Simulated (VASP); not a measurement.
# SiO2 (P4_2/mnm) in VASP: further runs

SiO2 is run at these levels: PBE; tasks: single point.

Program: VASP 6.6.1. These are calculated values, not measurements. Logs are shortened: lines on timing, memory, paths and dates and some standing lists are left out, and cuts for length are marked.

**1. The cell of the first run**

Symmetry: P4_2/mnm, No. 136, tetragonal system. The conventional cell has a = 4.331 Å, b = 4.331 Å, c = 2.690 Å, α = 90.00°, β = 90.00°, γ = 90.00°. Within 2.4 Å of Si (site symmetry mmm) lie 6 O at 1.79 to 1.88 Å. Within 2.4 Å of O (site symmetry m2m) lie 3 Si at 1.79 to 1.88 Å and 1 O at 2.36 Å.

**2. Single point, PBE**

INCAR

```
SYSTEM = SiO2
ALGO     = Normal         ! electronic algorithm
EDIFF    = 1E-6           ! SCF threshold, eV
ENCUT    = 520            ! plane-wave cutoff, eV
GGA      = PE             ! functional
ISIF     = 2              ! what is computed and relaxed
ISMEAR   = 0              ! smearing method
LASPH    = .TRUE.         ! aspherical terms in the spheres
LCHARG   = .FALSE.        ! write CHGCAR
LREAL    = .FALSE.        ! projectors in reciprocal space
LWAVE    = .FALSE.        ! write WAVECAR
NBANDS   = 25             ! bands
NELM     = 100            ! most SCF steps
PREC     = Accurate       ! precision mode
SIGMA    = 0.05           ! smearing width, eV
```

KPOINTS

```
k-points
0
G
  6 6 8
  0 0 0
```

POSCAR

```
SiO2
1.0
    4.3312000000      0.0000000000      0.0000000000
    0.0000000000      4.3312000000      0.0000000000
    0.0000000000      0.0000000000      2.6897743053
Si O
2 4
Direct
    0.5000000000      0.5000000000      0.5000000000
    0.0000000000      0.0000000000      0.0000000000
    0.6930127928      0.6930127928      0.0000000000
    0.1930127928      0.8069872072      0.5000000000
    0.3069872072      0.3069872072      0.0000000000
    0.8069872072      0.1930127928      0.5000000000
```

Potentials or basis: VASP PAW PBE potentials, release 64 (Si, O).

Launch:

```console
cat potpaw_PBE.64/Si/POTCAR potpaw_PBE.64/O/POTCAR > POTCAR
mpirun -np 1 vasp_std > vasp.out
```

OUTCAR:

```text
SYSTEM = SiO2
   EDIFF = 1E-6
   ENCUT = 520
   GGA = PE
   ISIF = 2
   ISMEAR = 0
   LASPH = .TRUE.
   LREAL = .FALSE.
   NELM = 100
   PREC = Accurate

 ion  position               nearest neighbor table
   1  0.500  0.500  0.500-   3 1.79   5 1.79   3 1.79   5 1.79   4 1.88   6 1.88
   2  0.000  0.000  0.000-   4 1.79   6 1.79   4 1.79   6 1.79   5 1.88   3 1.88
   3  0.693  0.693  0.000-   1 1.79   1 1.79   2 1.88
   4  0.193  0.807  0.500-   2 1.79   2 1.79   1 1.88
   5  0.307  0.307  0.000-   1 1.79   1 1.79   2 1.88
   6  0.807  0.193  0.500-   2 1.79   2 1.79   1 1.88

  LATTYP: Found a simple tetragonal cell.
 ALAT       =     4.3312000000
 C/A-ratio  =     0.6210228817

  Lattice vectors:

 A1 = (   4.3312000000,   0.0000000000,   0.0000000000)
 A2 = (   0.0000000000,   4.3312000000,   0.0000000000)
 A3 = (   0.0000000000,   0.0000000000,   2.6897743053)

Analysis of symmetry for initial positions (statically):
=====================================================================
 Subroutine PRICEL returns:
 Original cell was already a primitive cell.

 Routine SETGRP: Setting up the symmetry group for a
 simple tetragonal supercell.

 Subroutine GETGRP returns: Found 16 space group operations
 (whereof  8 operations were pure point group operations)
 out of a pool of 16 trial point group operations.

The static configuration has the point symmetry D_2h.
 The point group associated with its full space group is D_4h.

Analysis of symmetry for dynamics (positions and initial velocities):
=====================================================================
 Subroutine PRICEL returns:
 Original cell was already a primitive cell.

 Routine SETGRP: Setting up the symmetry group for a
 simple tetragonal supercell.

 Subroutine GETGRP returns: Found 16 space group operations
 (whereof  8 operations were pure point group operations)
 out of a pool of 16 trial point group operations.

The dynamic configuration has the point symmetry D_2h.
 The point group associated with its full space group is D_4h.

 Subroutine INISYM returns: Found 16 space group operations
 (whereof  8 operations are pure point group operations),
 and found     1 'primitive' translations

----------------------------------------------------------------------------------------

[... 99 lines left out ...]
   NELM   =    100;   NELMIN=  2; NELMDL= -5     # of ELM steps
   EDIFF  = 0.1E-05   stopping-criterion for ELM
   LREAL  =      F    real-space projection
   EDIFFG = 0.1E-04   stopping-criterion for IOM
   NSW    =      0    number of steps for IOM
   IBRION =     -1    ionic relax: 0-MD 1-quasi-New 2-CG
   NFREE  =      0    steps in history (QN), initial steepest desc. (CG)
   ISIF   =      2    stress and relaxation
   ISYM   =      2    0-nonsym 1-usesym 2-fastsym
   POTIM  = 0.5000    time-step for ionic-motion
   TEBEG  =    0.0;   TEEND  =   0.0 temperature during run
   PSTRESS=    0.0 pullay stress
   NELECT =      32.0000    total number of electrons
   NUPDOWN=      -1.0000    fix difference up-down
   EMIN   =  10.00;   EMAX   =-10.00  energy-range for DOS
   EFERMI =   0.00;   METHOD = LEGACY
   ISMEAR =     0;   SIGMA  =   0.05  broadening in eV -4-tet -1-fermi 0-gaus
   EFERMI_NEDOS =   21; number of points for ismear=-14 and -15
   IALGO  =     38    algorithm
   IMIX   =      4    mixing-type and parameters
     AMIX     =   0.40;   BMIX     =  1.00
     AMIX_MAG =   1.60;   BMIX_MAG =  1.00
  volume/ion in A,a.u.               =       8.41        56.75
  Fermi-wavevector in a.u.,A,eV,Ry     =   1.406525  2.657946 26.916568  1.978312
  Thomas-Fermi vector in A             =   2.528876
   LORBIT       =      0    0 simple, 1 ext, 2 COOP (PROOUT), +10 PAW based schemes
   GGA     = PE    functional components
   LHFCALC =     F    Hartree Fock is set to
   AEXX    =    0.0000 exact exchange contribution
   IVDW    =     0    specifies the selected vdW correction
   LEPSILON=     F    determine dielectric tensor
   LRPA    =     F    only Hartree local field effects (RPA)
 non-spin polarized calculation
 Gauss-broadening in eV      SIGMA  =   0.05
  energy-cutoff  :      520.00
  volume of cell :       50.46
 maximum number of plane-waves:      1392
   NGX = 17   NGY = 17   NGZ = 11

 number of electron      32.0000002 magnetization

 Free energy of the ion-electron system (eV)
  ---------------------------------------------------
  ext. energy  EPLUGINS =         0.00000000
  ---------------------------------------------------
  free energy    TOTEN  =       -46.22836783 eV

  energy without entropy =      -46.22836783  energy(sigma->0) =      -46.22836783

 E-fermi :   7.4285     XC(G=0): -11.8447

 val. band max:        7.1110399792   @ k =   0.0000   0.0000   0.0000
 cond. band min:      11.4733383285   @ k =   0.0000   0.0000   0.0000
 fundamental gap:      4.3622983493
 Fermi energy:         7.4285147842

 k-point     1 :       0.0000    0.0000    0.0000
  band No.  band energies     occupation
      1     -14.6664      2.00000
      2     -11.4653      2.00000
      3     -11.4653      2.00000
      4     -11.3550      2.00000
      5      -3.2362      2.00000
      6       1.0280      2.00000
[... 661 lines left out ...]
     24      19.8729      0.00000
     25      20.4192      0.00000

 [... further k-points ...]

------------------------ aborting loop because EDIFF is reached ----------------------------------------

  FORCE on cell =-STRESS in cart. coord.  units (eV):
  Direction    XX          YY          ZZ          XY          YZ          ZX
  --------------------------------------------------------------------------------------
  -------------------------------------------------------------------------------------
  Total       -4.1050985     -4.1050985     -1.9814887      0.0000000      0.0000000      0.0000000
  in kB     -130.3472408   -130.3472408    -62.9172683      0.0000000      0.0000000      0.0000000
  external PRESSURE =    -107.8705833 kB  Pullay stress =       0.0000000 kB

 VOLUME and BASIS-vectors are now :
 -----------------------------------------------------------------------------
  energy-cutoff  :      520.00
  volume of cell :       50.46
      direct lattice vectors                 reciprocal lattice vectors
     4.331200000  0.000000000  0.000000000     0.230882896  0.000000000  0.000000000
     0.000000000  4.331200000  0.000000000     0.000000000  0.230882896  0.000000000
     0.000000000  0.000000000  2.689774305     0.000000000  0.000000000  0.371778405

 POSITION                                       TOTAL-FORCE (eV/Angst)
 -----------------------------------------------------------------------------------
      2.16560      2.16560      1.34489        -0.000000      0.000000      0.000000
      0.00000      0.00000      0.00000        -0.000000      0.000000      0.000000
      3.00158      3.00158      0.00000        -0.329223     -0.329223     -0.000000
      0.83598      3.49522      1.34489        -0.329223      0.329223      0.000000
      1.32962      1.32962      0.00000         0.329223      0.329223      0.000000
      3.49522      0.83598      1.34489         0.329223     -0.329223      0.000000
 -----------------------------------------------------------------------------------
    total drift:                                0.000000      0.000000     -0.000000

  FREE ENERGIE OF THE ION-ELECTRON SYSTEM (eV)
  ---------------------------------------------------
  free  energy   TOTEN  =       -46.2283678301 eV

  energy  without entropy=      -46.2283678301  energy(sigma->0) =      -46.22836783
```

OSZICAR:

```text
N       E                     dE             d eps       ncg     rms          rms(c)
DAV:   1     0.137753742706E+03    0.13775E+03   -0.17373E+04  2532   0.122E+03
DAV:   2    -0.435835941216E+02   -0.18134E+03   -0.17338E+03  3232   0.276E+02
DAV:   3    -0.506774536174E+02   -0.70939E+01   -0.70604E+01  3331   0.520E+01
DAV:   4    -0.507249972215E+02   -0.47544E-01   -0.47526E-01  2928   0.498E+00
DAV:   5    -0.507253890116E+02   -0.39179E-03   -0.39172E-03  3335   0.433E-01    0.163E+01
DAV:   6    -0.461559803689E+02    0.45694E+01   -0.13161E+01  3137   0.242E+01    0.727E+00
DAV:   7    -0.462112040846E+02   -0.55224E-01   -0.76779E-01  3090   0.486E+00    0.280E+00
DAV:   8    -0.462218381337E+02   -0.10634E-01   -0.29408E-02  3234   0.144E+00    0.106E+00
DAV:   9    -0.462281765205E+02   -0.63384E-02   -0.10399E-02  3198   0.841E-01    0.257E-01
DAV:  10    -0.462283987121E+02   -0.22219E-03   -0.72447E-04  3169   0.187E-01    0.529E-02
DAV:  11    -0.462283663408E+02    0.32371E-04   -0.11964E-04  3210   0.784E-02    0.119E-02
DAV:  12    -0.462283676443E+02   -0.13035E-05   -0.72658E-06  3128   0.185E-02    0.376E-03
DAV:  13    -0.462283678301E+02   -0.18579E-06   -0.61655E-07  2205   0.571E-03
   1 F= -.46228368E+02 E0= -.46228368E+02  d E =-.303349E-21
```

stdout:

```text
POSCAR found type information on POSCAR SiO
 POSCAR found :  2 types and       6 ions
 scaLAPACK will be used
 LDA part: xc-table for (Slater+PW92), standard interpolation
 POSCAR, INCAR and KPOINTS ok, starting setup
 FFT: planning ... GRIDC
 FFT: planning ... GRID_SOFT
 FFT: planning ... GRID
 WAVECAR not read
 entering main loop
```

It took 69 s on 1 thread of Intel Xeon 8259CL, shared host; peak memory 0.18 GiB.

Results:

* Free energy: -46.2284 eV
* Pressure: -10.8 GPa
* Largest force: 0.466 eV/Å
* Band gap on the k mesh: 4.36 eV

Forces on the atoms (eV/Å):
```
Si   0.000  0.000  0.000
Si   0.000  0.000  0.000
O   -0.329 -0.329  0.000
O   -0.329  0.329  0.000
O    0.329  0.329  0.000
O    0.329 -0.329  0.000
```

Stress tensor (GPa, compression positive):
```
-13.03   0.00   0.00
  0.00 -13.03   0.00
  0.00   0.00  -6.29
```

Levels at points of the mesh, in eV from the valence-band top:
```csv
k point,band 12,band 13,band 14,band 15,band 16,band 17,band 18,band 19,band 20,band 21
"(0.00, 0.00, 0.00)",-2.78,-2.35,-0.84,-0.84,0.00,4.36,6.75,8.20,8.20,10.92
"(0.50, 0.00, 0.00)",-3.52,-2.43,-2.43,-1.02,-1.02,6.84,6.84,8.86,8.86,10.29
"(0.50, 0.50, 0.00)",-2.88,-2.39,-2.39,-2.09,-2.09,6.67,6.67,9.62,9.62,11.88
"(0.00, 0.00, 0.50)",-4.33,-2.61,-2.61,-2.41,-2.41,8.01,8.01,11.49,11.49,11.88
"(0.50, 0.00, 0.50)",-3.61,-2.14,-2.14,-1.56,-1.56,7.89,7.89,8.79,8.79,11.95
"(0.50, 0.50, 0.50)",-4.23,-1.69,-1.69,-1.38,-1.38,6.23,6.23,10.25,10.25,11.32
```

Caveat: the cell stands under tension. A k mesh can miss the band edges.

**3. Single point, PBE**

This run uses another cell than the first one, of the same volume but with other edges.

INCAR

```
  PREC = Accurate
  ENCUT = 520
  EDIFF = 1E-7
  ISMEAR = 0
  SIGMA = 0.05
  LREAL = False
  LASPH = True
  NELM = 60
  ALGO = Normal
  ISIF = 2
  LWAVE = False
  LCHARG = False
  GGA = PE
  NBANDS = 25
```

KPOINTS

```
regular mesh
0
Gamma
  6 6 8
```

POSCAR: that of step 2 with these lines changed.

```diff
@@ -2,5 +2,5 @@
 1.0
-    4.3312000000      0.0000000000      0.0000000000
-    0.0000000000      4.3312000000      0.0000000000
-    0.0000000000      0.0000000000      2.6897743053
+    4.2041000000      0.0000000000      0.0000000000
+    0.0000000000      4.2041000000      0.0000000000
+    0.0000000000      0.0000000000      2.8512000000
 Si O
```

Potentials or basis: VASP PAW PBE potentials, release 64 (Si, O).

Launch:

```console
cat potpaw_PBE.64/Si/POTCAR potpaw_PBE.64/O/POTCAR > POTCAR
mpirun -np 1 vasp_std > vasp.out
```

Wall time 81 s (1 thread of Intel Xeon 8259CL, shared host); peak memory 0.19 GiB.

The run converged. Its results:

- Free energy: -46.0404 eV
- Pressure: -13.7 GPa
- Largest force: 0.268 eV/Å
- Band gap on the k mesh: 4.03 eV

Forces on the atoms (eV/Å):
```
Si   0.000  0.000  0.000
Si   0.000  0.000  0.000
O    0.190  0.190  0.000
O    0.190 -0.190  0.000
O   -0.190 -0.190  0.000
O   -0.190  0.190  0.000
```

Stress tensor (GPa, compression positive):
```
 -4.92   0.00   0.00
  0.00  -4.92   0.00
  0.00   0.00 -31.16
```

Levels at points of the mesh, in eV from the valence-band top:
```csv
k point,band 13,band 14,band 15,band 16,band 17,band 18,band 19,band 20
"(0.00, 0.00, 0.00)",-2.65,-0.75,-0.75,0.00,4.03,5.53,7.12,7.12
"(0.50, 0.00, 0.00)",-2.69,-2.69,-0.92,-0.92,6.28,6.28,7.77,7.77
"(0.50, 0.50, 0.00)",-2.60,-2.60,-1.82,-1.82,5.99,5.99,8.74,8.74
"(0.00, 0.00, 0.50)",-2.83,-2.83,-2.36,-2.36,8.15,8.15,11.81,11.81
"(0.50, 0.00, 0.50)",-1.96,-1.96,-1.51,-1.51,8.06,8.06,9.51,9.51
"(0.50, 0.50, 0.50)",-1.47,-1.47,-1.32,-1.32,6.45,6.45,10.62,10.62
```

Caveat: the cell stands under tension.

**4. Single point, PBE**

This run uses another cell than the first one, of the same volume but with other edges.

INCAR

```
ALGO = Normal ; EDIFF = 1E-6
ENCUT = 520 ; GGA = PE
ISIF = 2 ; ISMEAR = 0
LASPH = T ; LCHARG = F
LREAL = F ; LWAVE = F
NBANDS = 25 ; NELM = 80
PREC = Accurate ; SIGMA = 0.05
```

KPOINTS

```
k-points
0
Gamma
  6 6 8
```

POSCAR: that of step 3 with these lines changed.

```diff
@@ -2,5 +2,5 @@
 1.0
-    4.2041000000      0.0000000000      0.0000000000
-    0.0000000000      4.2041000000      0.0000000000
-    0.0000000000      0.0000000000      2.8512000000
+    4.2676000000      0.0000000000      0.0000000000
+    0.0000000000      4.2676000000      0.0000000000
+    0.0000000000      0.0000000000      2.7705000000
 Si O
```

Launch:

```console
cat potpaw_PBE.64/Si/POTCAR potpaw_PBE.64/O/POTCAR > POTCAR
mpirun -np 1 vasp_std > vasp.out
```

It took 79 s on 1 thread of Intel Xeon 8259CL, shared host; peak memory 0.19 GiB.

The run converged. Its results:

```
Free energy            : -46.2071 eV
Pressure               : -12.8 GPa
Largest force          : 0.090 eV/Å
Band gap on the k mesh : 4.19 eV
```

Forces in eV/Å, atoms in the order of the input:
```
Si   0.000  0.000  0.000
Si   0.000  0.000  0.000
O   -0.064 -0.064  0.000
O   -0.064  0.064  0.000
O    0.064  0.064  0.000
O    0.064 -0.064  0.000
```

Stress tensor (GPa, compression positive):
```
 -9.14   0.00   0.00
  0.00  -9.14   0.00
  0.00   0.00 -20.06
```

Levels at points of the mesh, in eV from the valence-band top:
| k point | band 14 | band 15 | band 16 | band 17 | band 18 | band 19 |
| --- | --- | --- | --- | --- | --- | --- |
| (0.00, 0.00, 0.00) | -0.80 | -0.80 | 0.00 | 4.19 | 6.08 | 7.64 |
| (0.50, 0.00, 0.00) | -2.60 | -0.98 | -0.98 | 6.55 | 6.55 | 8.27 |
| (0.50, 0.50, 0.00) | -2.50 | -1.97 | -1.97 | 6.30 | 6.30 | 9.13 |
| (0.00, 0.00, 0.50) | -2.74 | -2.41 | -2.41 | 8.07 | 8.07 | 11.87 |
| (0.50, 0.00, 0.50) | -2.07 | -1.56 | -1.56 | 7.96 | 7.96 | 9.12 |
| (0.50, 0.50, 0.50) | -1.60 | -1.37 | -1.37 | 6.33 | 6.33 | 10.42 |

Caveat: the cell stands under tension.

(Part 1 of 2 ends here.)
